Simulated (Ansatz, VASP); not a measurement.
## TiRe in VASP and in Ansatz

```
CELL_PARAMETERS angstrom
3.17915 0.00000 0.00000
0.00000 3.17915 0.00000
0.00000 0.00000 3.17915
ATOMIC_POSITIONS crystal
Ti 0.50000 0.50000 0.50000
Re 0.00000 0.00000 0.00000
```

Change from the starting cell: volume scaled by 1.06, crystal datasets.

Alike in both runs: task electric field gradients; functional PBEsol; k mesh 13 × 13 × 13; occupations fermi-dirac, width 0.05 eV; no spin polarisation.

|  | VASP | Ansatz |
| --- | --- | --- |
| version | VASP 6.6.1 | Ansatz 0.2.0 |
| potentials or method | VASP PAW PBE potentials, release 64 (Ti_sv, Re), cutoff 520 eV | all-electron PAW with datasets made for the crystal, scalar-relativistic |

|  | VASP | Ansatz | Ansatz less VASP |
| --- | --- | --- | --- |
| pressure (GPa) | -18.9 | -18.6 | +0.30 |

VASP's potentials were made for PBE, not for PBEsol. Ansatz ran all-electron here, and VASP with PAW potentials.

Spin-orbit coupling is off throughout.
